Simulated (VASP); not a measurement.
Wanted: the native input for a VASP 6.6.1 run.

```yaml
Task: single point
Functional: PBE
Potentials_or_basis: VASP PAW PBE potentials, release 64 (Sn_d)
Cutoff: 520 eV
k_mesh: 4 × 7 × 5
Occupations: fermi-dirac, width 0.08 eV
Spin: no spin polarisation
Dipole_correction: no
Further_INCAR_settings: ALGO = Normal; EDIFF = 1e-07; NBANDS = 36
```

The structure of Sn lies in POSCAR:

```
Sn
1.0
   -5.8392881500      5.8392881500      3.1876000000
    2.9196440750     -2.9196440750      1.5938000000
    2.9196440750      2.9196440750     -1.5938000000
Sn
4
Direct
   -0.0007157734     -0.0056490129      0.0043085731
    0.4902069245     -0.0139917791     -0.0047041693
    0.3838868715      0.2658147842      0.4960938603
    0.8766220374      0.2538260335      0.5043018814
```

One way to write it, as run:

INCAR

```
SYSTEM = Sn
ALGO = Normal ; EDIFF = 1E-7
ENCUT = 520 ; GGA = PE
ISIF = 2 ; ISMEAR = -1
LASPH = .True. ; LCHARG = .False.
LREAL = .False. ; LWAVE = .False.
NBANDS = 36 ; NELM = 60
PREC = Accurate ; SIGMA = 0.08
```

KPOINTS

```
k-points
0
Gamma
  4 7 5
  0 0 0
```

Potentials or basis: VASP PAW PBE potentials, release 64 (Sn_d).

Launch:

```console
$ cat potpaw_PBE.64/Sn_d/POTCAR > POTCAR
$ mpirun -np 1 vasp_std > vasp.out
```

Results of the run:

```json
{"Pressure": "2.5 GPa", "Largest force": "0.138 eV/Å", "Band gap on the k mesh": "zero (bands 28 and 29 overlap by 2.82 eV)"}
```

Caveat: spin-orbit coupling is left out, which moves the levels of the heavy elements.

Run time: 3.2 min on 1 thread of Intel(R) Xeon(R) 6975P-C (Granite Rapids) (shared host), peak memory 0.4 GiB.
